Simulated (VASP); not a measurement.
W, 1 atom in the cell. Symmetry: Im-3m, No. 229, cubic system. Conventional cell: a = 3.165 Å, b = 3.165 Å, c = 3.165 Å, α = 90.00°, β = 90.00°, γ = 90.00°. Within 3.6 Å of W (site symmetry m-3m) lie 14 W at 2.74 to 3.16 Å. 

| Item | Value |
| --- | --- |
| Program | VASP 6.6.1 |
| Task | single point |
| Functional | LDA |
| Potentials or basis | VASP PAW LDA potentials, release 64 (W_sv) |
| Cutoff | 520 eV |
| k mesh | 8 × 8 × 8 |
| Occupations | gaussian, width 0.1 eV |
| Spin | no spin polarisation |
| Dipole correction | no |
| Further INCAR settings | ALGO = Normal; EDIFF = 1e-06; NBANDS = 13 |

Potentials or basis: VASP PAW LDA potentials, release 64 (W_sv).

Run with:

```sh
$ cat potpaw_LDA.64/W_sv/POTCAR > POTCAR
$ mpirun -np 1 vasp_std > vasp.out
```

Hardware: 1 thread of Intel(R) Xeon(R) Platinum 8559C (Emerald Rapids), with other jobs on the host.

Q: Estimate the wall time of this run.

A: It took 2.7 s on 1 thread of Intel(R) Xeon(R) Platinum 8559C (Emerald Rapids) (shared host), peak memory 0.11 GiB. Counts: scf iterations 11, k points 29.
